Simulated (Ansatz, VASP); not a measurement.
## Mo in VASP and in Ansatz

```
Mo
1.0
     0.00000    2.88259    2.88259
     2.88259    0.00000    2.88259
     2.88259    2.88259    0.00000
Mo
2
Direct
  0.12500 0.12500 0.12500
  0.87500 0.87500 0.87500
```

Alike in both runs: task single point; functional PBE; k mesh 11 × 11 × 11; occupations fermi-dirac, width 0.1 eV; no spin polarisation.

|  | VASP | Ansatz |
| --- | --- | --- |
| version | VASP 6.6.1 | Ansatz 0.2.0 |
| potentials or method | VASP PAW PBE potentials, release 64 (Mo_sv), cutoff 520 eV | plane waves (420 eV) with PAW, scalar-relativistic |
| valence electrons in the cell | 28 | 28 |

|  | VASP | Ansatz | Ansatz less VASP |
| --- | --- | --- | --- |
| pressure (GPa) | -3.5 | -3.8 | -0.31 |

With one functional, cell and mesh, what is left measures potentials, basis and numerics.
